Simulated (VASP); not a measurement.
# Co (Pm-3m) in VASP: a series of runs

Runs on Co. Level: PBE. Tasks: single point, relaxation of cell and atoms.

Everything below comes from runs of VASP 6.6.1. Logs are shortened: lines on timing, memory, paths and dates and some standing lists are left out, and cuts for length are marked.

## 1. The cell of the first run

The structure is cubic, space group Pm-3m (No. 221). Conventional cell: a = 3.410 Å, b = 3.410 Å, c = 3.410 Å, α = 90.00°, β = 90.00°, γ = 90.00°. Within 3.2 Å of Co (site symmetry 4/mmm) lie 8 Co at 2.41 Å.

The cell was built from a structure type or drawn by symmetry, and may not be a known phase.

## 2. Single point, PBE, collinear spin, ferromagnetic start

Input file INCAR:

```
PREC = Accurate ; ENCUT = 520
EDIFF = 1E-7 ; ISMEAR = 0
SIGMA = 0.1 ; LREAL = False
LASPH = True ; NELM = 150
ALGO = Fast ; ISIF = 2
LWAVE = False ; LCHARG = False
ISPIN = 2 ; MAGMOM = 2.12 2.12 2.12
LORBIT = 11 ; LMAXMIX = 4
GGA = PE ; NBANDS = 24
```

Input file KPOINTS:

```
regular mesh
0
Gamma
  14 14 14
```

Input file POSCAR:

```
Co
1.0
    3.4103755433      0.0000000000      0.0000000000
    0.0000000000      3.4103755433      0.0000000000
    0.0000000000      0.0000000000      3.4103755433
Co
3
Direct
    0.5000000000      0.0000000000      0.0000000000
    0.0000000000      0.5000000000      0.0000000000
    0.0000000000      0.0000000000      0.5000000000
```

Potentials or basis: VASP PAW PBE potentials, release 64 (Co).

Run with:

```sh
cat potpaw_PBE.64/Co/POTCAR > POTCAR
mpirun -np 1 vasp_std > vasp.out
```

OUTCAR:

```text
PREC = Accurate
   ENCUT = 520
   EDIFF = 1E-7
   ISMEAR = 0
   LREAL = False
   LASPH = True
   NELM = 150
   ISIF = 2
   ISPIN = 2
   LORBIT = 11
   GGA = PE

 ion  position               nearest neighbor table
   1  0.500  0.000  0.000-   2 2.41   3 2.41   3 2.41   2 2.41   2 2.41   3 2.41   3 2.41   2 2.41

   2  0.000  0.500  0.000-   1 2.41   3 2.41   3 2.41   1 2.41   3 2.41   3 2.41   1 2.41   1 2.41

   3  0.000  0.000  0.500-   1 2.41   2 2.41   1 2.41   2 2.41   2 2.41   2 2.41   1 2.41   1 2.41

  LATTYP: Found a simple cubic cell.
 ALAT       =     3.4103755433

  Lattice vectors:

 A1 = (   3.4103755433,   0.0000000000,   0.0000000000)
 A2 = (   0.0000000000,   3.4103755433,   0.0000000000)
 A3 = (   0.0000000000,   0.0000000000,   3.4103755433)

Analysis of symmetry for initial positions (statically):
=====================================================================
 Subroutine PRICEL returns:
 Original cell was already a primitive cell.

 Routine SETGRP: Setting up the symmetry group for a
 simple cubic supercell.

 Subroutine GETGRP returns: Found 48 space group operations
 (whereof 48 operations were pure point group operations)
 out of a pool of 48 trial point group operations.

The static configuration has the point symmetry O_h .

Analysis of symmetry for dynamics (positions and initial velocities):
=====================================================================
 Subroutine PRICEL returns:
 Original cell was already a primitive cell.

 Routine SETGRP: Setting up the symmetry group for a
 simple cubic supercell.

 Subroutine GETGRP returns: Found 48 space group operations
 (whereof 48 operations were pure point group operations)
 out of a pool of 48 trial point group operations.

The dynamic configuration has the point symmetry O_h .

Analysis of structural, dynamic, and magnetic symmetry:
=====================================================================
 Subroutine PRICEL returns:
 Original cell was already a primitive cell.

 Routine SETGRP: Setting up the symmetry group for a
 simple cubic supercell.

 Subroutine GETGRP returns: Found 48 space group operations
 (whereof 48 operations were pure point group operations)
 out of a pool of 48 trial point group operations.

The overall configuration has the point symmetry O_h .

 Subroutine INISYM returns: Found 48 space group operations
 (whereof 48 operations are pure point group operations),
 and found     1 'primitive' translations

----------------------------------------------------------------------------------------

                                     Primitive cell

  volume of cell :      39.6649

  direct lattice vectors                    reciprocal lattice vectors
     3.410375543  0.000000000  0.000000000     0.293222839  0.000000000  0.000000000
     0.000000000  3.410375543  0.000000000     0.000000000  0.293222839  0.000000000
     0.000000000  0.000000000  3.410375543     0.000000000  0.000000000  0.293222839

  length of vectors
     3.410375543  3.410375543  3.410375543     0.293222839  0.293222839  0.293222839

  position of ions in fractional coordinates (direct lattice)
     0.500000000  0.000000000  0.000000000
     0.000000000  0.500000000  0.000000000
     0.000000000  0.000000000  0.500000000

  ion indices of the primitive-cell ions
   primitive index   ion index
                 1           1
                 2           2
                 3           3

----------------------------------------------------------------------------------------

 KPOINTS: regular mesh

Automatic generation of k-mesh.
 Grid dimensions read from file:
 generate k-points for:   14   14   14

 Generating k-lattice:

  Cartesian coordinates                     Fractional coordinates (reciprocal lattice)
     0.020944489  0.000000000  0.000000000     0.071428571  0.000000000  0.000000000
     0.000000000  0.020944489  0.000000000     0.000000000  0.071428571  0.000000000
     0.000000000  0.000000000  0.020944489     0.000000000  0.000000000  0.071428571

  Length of vectors
     0.020944489  0.020944489  0.020944489

  Shift w.r.t. Gamma in fractional coordinates (k-lattice)
     0.000000000  0.000000000  0.000000000

 Subroutine IBZKPT returns following result:
 ===========================================

 Found    120 irreducible k-points:

 Following reciprocal coordinates:
            Coordinates               Weight
  0.000000  0.000000  0.000000      1.000000
  0.071429  0.000000  0.000000      6.000000
  0.142857  0.000000  0.000000      6.000000
  0.214286  0.000000  0.000000      6.000000
  0.285714  0.000000  0.000000      6.000000
  0.357143  0.000000  0.000000      6.000000
[... 16 lines left out ...]
  0.285714  0.214286  0.000000     24.000000
  0.357143  0.214286  0.000000     24.000000
 [... further k-points ...]
   k-points           NKPTS =    120   k-points in BZ     NKDIM =    120   number of bands    NBANDS=     24
   number of dos      NEDOS =    301   number of ions     NIONS =      3
   total plane-waves  NPLWV =  21952
   dimension x,y,z NGX =    28 NGY =   28 NGZ =   28
   dimension x,y,z NGXF=    56 NGYF=   56 NGZF=   56
   ions per type =               3
   NGX,Y,Z   is equivalent  to a cutoff of  13.65, 13.65, 13.65 a.u.
   NGXF,Y,Z  is equivalent  to a cutoff of  27.30, 27.30, 27.30 a.u.
 SYSTEM =  unknown system
   PREC   = accura    normal or accurate (medium, high low for compatibility)
   ISTART =      0    job   : 0-new  1-cont  2-samecut
   ICHARG =      2    charge: 1-file 2-atom 10-const
   ISPIN  =      2    spin polarized calculation?
   LNONCOLLINEAR =      F non collinear calculations
   LSORBIT =      F    spin-orbit coupling
   LASPH  =      T    aspherical Exc in radial PAW
   ENCUT  =  520.0 eV  38.22 Ry    6.18 a.u.   6.34  6.34  6.34*2*pi/ulx,y,z
   NELM   =    150;   NELMIN=  2; NELMDL= -5     # of ELM steps
   EDIFF  = 0.1E-06   stopping-criterion for ELM
   LREAL  =      F    real-space projection
   EDIFFG = 0.1E-05   stopping-criterion for IOM
   NSW    =      0    number of steps for IOM
   IBRION =     -1    ionic relax: 0-MD 1-quasi-New 2-CG
   NFREE  =      0    steps in history (QN), initial steepest desc. (CG)
   ISIF   =      2    stress and relaxation
   ISYM   =      2    0-nonsym 1-usesym 2-fastsym
   POTIM  = 0.5000    time-step for ionic-motion
   TEBEG  =    0.0;   TEEND  =   0.0 temperature during run
   PSTRESS=    0.0 pullay stress
   NELECT =      27.0000    total number of electrons
   NUPDOWN=      -1.0000    fix difference up-down
   EMIN   =  10.00;   EMAX   =-10.00  energy-range for DOS
   EFERMI =   0.00;   METHOD = LEGACY
   ISMEAR =     0;   SIGMA  =   0.10  broadening in eV -4-tet -1-fermi 0-gaus
   EFERMI_NEDOS =   21; number of points for ismear=-14 and -15
   IALGO  =     68    algorithm
   IMIX   =      4    mixing-type and parameters
     AMIX     =   0.40;   BMIX     =  1.00
     AMIX_MAG =   1.60;   BMIX_MAG =  1.00
  volume/ion in A,a.u.               =      13.22        89.22
  Fermi-wavevector in a.u.,A,eV,Ry     =   1.440104  2.721402 28.217119  2.073900
  Thomas-Fermi vector in A             =   2.558885
   LORBIT       =     11    0 simple, 1 ext, 2 COOP (PROOUT), +10 PAW based schemes
   GGA     = PE    functional components
   LHFCALC =     F    Hartree Fock is set to
   AEXX    =    0.0000 exact exchange contribution
   IVDW    =     0    specifies the selected vdW correction
   LEPSILON=     F    determine dielectric tensor
   LRPA    =     F    only Hartree local field effects (RPA)
 spin polarized calculation
 RMM-DIIS sequential band-by-band and
 Gauss-broadening in eV      SIGMA  =   0.10
  energy-cutoff  :      520.00
  volume of cell :       39.66
 maximum number of plane-waves:      1084
 NGX is ok and might be reduce to    28
   NGX = 13   NGY = 13   NGZ = 13

 number of electron      27.0000029 magnetization       5.5481788

 Free energy of the ion-electron system (eV)
  ---------------------------------------------------
  ext. energy  EPLUGINS =         0.00000000
  ---------------------------------------------------
  free energy    TOTEN  =       -19.26443846 eV

  energy without entropy =      -19.24461984  energy(sigma->0) =      -19.25452915

 E-fermi :   7.8650     XC(G=0): -12.1056

 val. band max:        7.8578305557   @ k =   0.2857   0.0714   0.0000
 cond. band min:       7.8693176187   @ k =   0.5000   0.4286   0.1429
 fundamental gap:      0.0114870630
 Fermi energy:         7.8650140848

 spin component 1

 k-point     1 :       0.0000    0.0000    0.0000
  band No.  band energies     occupation
      1      -0.3094      1.00000
      2       2.3050      1.00000
      3       3.5516      1.00000
      4       3.5516      1.00000
      5       3.5516      1.00000
      6       3.7991      1.00000
[... 16 lines left out ...]
     23      25.5957      0.00000
     24      25.6033      0.00000
[... 598 lines left out ...]
      2       3.3687      1.00000
      3       3.8770      1.00000
      4       4.0284      1.00000
      5       4.1664      1.00000
      6       4.3638      1.00000
[... 16 lines left out ...]
     23      21.7161      0.00000
     24      23.5685      0.00000

 [... further k-points ...]

 spin component 2

 k-point     1 :       0.0000    0.0000    0.0000
  band No.  band energies     occupation
      1      -0.1426      1.00000
      2       3.8181      1.00000
      3       4.9795      1.00000
      4       4.9796      1.00000
      5       4.9796      1.00000
      6       5.2027      1.00000
[... 16 lines left out ...]
     23      25.6477      0.00000
     24      25.6483      0.00000
[... 598 lines left out ...]
      2       4.5689      1.00000
      3       5.2263      1.00000
      4       5.2910      1.00000
      5       5.5900      1.00000
      6       5.8486      1.00000
[... 16 lines left out ...]
     23      22.1792      0.00000
     24      23.9134      0.00000

 [... further k-points ...]

------------------------ aborting loop because EDIFF is reached ----------------------------------------

  FORCE on cell =-STRESS in cart. coord.  units (eV):
  Direction    XX          YY          ZZ          XY          YZ          ZX
  --------------------------------------------------------------------------------------
  -------------------------------------------------------------------------------------
  Total       -0.1396685     -0.1396685     -0.1396685      0.0000000     -0.0000000     -0.0000000
  in kB       -5.6416024     -5.6416024     -5.6416024      0.0000000     -0.0000000     -0.0000000
  external PRESSURE =      -5.6416024 kB  Pullay stress =       0.0000000 kB

 VOLUME and BASIS-vectors are now :
 -----------------------------------------------------------------------------
  energy-cutoff  :      520.00
  volume of cell :       39.66
      direct lattice vectors                 reciprocal lattice vectors
     3.410375543  0.000000000  0.000000000     0.293222839  0.000000000  0.000000000
     0.000000000  3.410375543  0.000000000     0.000000000  0.293222839  0.000000000
     0.000000000  0.000000000  3.410375543     0.000000000  0.000000000  0.293222839

 POSITION                                       TOTAL-FORCE (eV/Angst)
 -----------------------------------------------------------------------------------
      1.70519      0.00000      0.00000         0.000000      0.000000      0.000000
      0.00000      1.70519      0.00000         0.000000      0.000000      0.000000
      0.00000      0.00000      1.70519         0.000000      0.000000      0.000000
 -----------------------------------------------------------------------------------
    total drift:                                0.000000      0.000000     -0.000000

  FREE ENERGIE OF THE ION-ELECTRON SYSTEM (eV)
  ---------------------------------------------------
  free  energy   TOTEN  =       -19.2644384649 eV

  energy  without entropy=      -19.2446198433  energy(sigma->0) =      -19.25452915

 total charge

# of ion       s       p       d       tot
------------------------------------------
    1        0.508   0.440   7.229   8.177
    2        0.508   0.440   7.229   8.177
    3        0.508   0.440   7.229   8.177
--------------------------------------------------
tot          1.523   1.319  21.688  24.531

 magnetization (x)

# of ion       s       p       d       tot
------------------------------------------
    1       -0.000  -0.025   1.894   1.869
    2       -0.000  -0.025   1.894   1.869
    3       -0.000  -0.025   1.894   1.869
--------------------------------------------------
tot         -0.001  -0.075   5.682   5.606
```

Wall time 2.1 min (1 thread of Intel Xeon 6975P-C (Granite Rapids), shared host); peak memory 0.27 GiB.

What came out:

```yaml
Free_energy: -19.2644 eV
Pressure: -0.6 GPa
Net_moment: 5.55 μB per cell
Site_moments: Co +1.87 μB
Valence_electrons_inside_the_program's_atomic_spheres: Co 8.18
```

## 3. Relaxation of cell and atoms, PBE, collinear spin, ferromagnetic start

This run uses another cell than the first one, of 13.26 Å³/atom.

Input file INCAR:

```
ALGO     = Fast           # electronic algorithm
EDIFF    = 1E-6           # SCF threshold, eV
EDIFFG   = -0.01          # ionic threshold
ENCUT    = 600            # plane-wave cutoff, eV
GGA      = PE             # functional
IBRION   = 2              # ionic algorithm
ISIF     = 3              # what is computed and relaxed
ISMEAR   = 0              # smearing method
ISPIN    = 2              # spin polarisation
LASPH    = True           # aspherical terms in the spheres
LCHARG   = False          # write CHGCAR
LMAXMIX  = 4              # l up to which the mixer works
LORBIT   = 11             # projections on sites
LREAL    = False          # projectors in reciprocal space
LWAVE    = False          # write WAVECAR
MAGMOM   = 2.12 2.12 2.12 # initial moments
NELM     = 150            # most SCF steps
NSW      = 100            # ionic steps
PREC     = Accurate       # precision mode
SIGMA    = 0.1            # smearing width, eV
```

Input file KPOINTS:

```
k-points
0
Gamma
  14 14 14
```

Input file POSCAR:

```
Co
1.0
    3.4134367094      0.0000000000      0.0000000000
    0.0000000000      3.4134367094      0.0000000000
    0.0000000000      0.0000000000      3.4134367094
Co
3
Direct
    0.5000000000      0.0000000000      0.0000000000
    0.0000000000      0.5000000000      0.0000000000
    0.0000000000      0.0000000000      0.5000000000
```

Potentials or basis: VASP PAW PBE potentials, release 64 (Co).

Run with:

```sh
cat potpaw_PBE.64/Co/POTCAR > POTCAR
mpirun -np 1 vasp_std > vasp.out
```

It took 7.3 min on 1 thread of Oxide Virtual Turin-like, shared host; peak memory 0.26 GiB.

It converged, with:

```
Free energy                                           : -19.2640 eV
Relaxed volume                                        : 13.16 Å³/atom
Relaxed cell                                          : a = 3.405 Å, b = 3.405 Å, c = 3.405 Å, α = 90.00°, β = 90.00°, γ = 90.00°
Space group after relaxing (to 0.1 Å)                 : Pm-3m (No. 221)
Energy gained by relaxing                             : 0.3 meV/atom
Ionic steps                                           : 3
Pressure after relaxing                               : 0.0 GPa
Net moment                                            : 5.54 μB per cell
Site moments                                          : Co +1.87 μB
Valence electrons inside the program's atomic spheres : Co 8.18
```

The path:
| step | energy change (eV) | largest force (eV/Å) | pressure (GPa) | volume (Å³) |
| --- | --- | --- | --- | --- |
| 1 | 0.0000 | 0.0000 | -1.02 | 39.77 |
| 2 | -0.0004 | 0.0000 | 0.79 | 39.29 |
| 3 | -0.0009 | 0.0000 | 0.01 | 39.49 |

Final structure:
```cif
data_structure
_symmetry_space_group_name_H-M 'P 1'
_symmetry_Int_Tables_number 1
_cell_length_a 3.4054
_cell_length_b 3.4054
_cell_length_c 3.4054
_cell_angle_alpha 90.000
_cell_angle_beta 90.000
_cell_angle_gamma 90.000
_cell_volume 39.49
loop_
_atom_site_label
_atom_site_type_symbol
_atom_site_fract_x
_atom_site_fract_y
_atom_site_fract_z
_atom_site_occupancy
Co1 Co 0.50000 0.00000 0.00000 1
Co2 Co 0.00000 0.50000 0.00000 1
Co3 Co 0.00000 0.00000 0.50000 1
```

Levels at points of the mesh, in eV from the Fermi level:
Spin up:
| k point | band 12 | band 13 | band 14 | band 15 | band 16 | band 17 | band 18 | band 19 | band 20 |
| --- | --- | --- | --- | --- | --- | --- | --- | --- | --- |
| (0.00, 0.00, 0.00) | -1.56 | -0.69 | -0.41 | -0.41 | -0.41 | 4.27 | 4.27 | 4.27 | 10.30 |
| (0.50, 0.00, 0.00) | -1.97 | -1.82 | -1.82 | -1.74 | -1.37 | -0.41 | 8.27 | 8.27 | 10.59 |
| (0.50, 0.50, 0.00) | -2.36 | -2.10 | -1.60 | -1.60 | -0.74 | 1.18 | 2.03 | 2.03 | 12.54 |
| (0.50, 0.50, 0.50) | -1.66 | -0.65 | -0.65 | -0.65 | -0.31 | 1.83 | 1.83 | 1.83 | 6.41 |
Spin down:
```
           k point  band 8  band 9  band 10  band 11  band 12  band 13  band 14  band 15
(0.00, 0.00, 0.00)    0.16    0.16     0.16     0.97     0.97     1.32     1.42     1.42
(0.50, 0.00, 0.00)   -1.37   -1.37    -0.27    -0.20    -0.13     0.19     0.19     0.31
(0.50, 0.50, 0.00)   -1.42   -1.18    -1.18    -0.28    -0.09    -0.09     0.12     0.68
(0.50, 0.50, 0.50)   -0.17    0.13     0.13     0.13     0.61     0.61     1.24     1.24
```
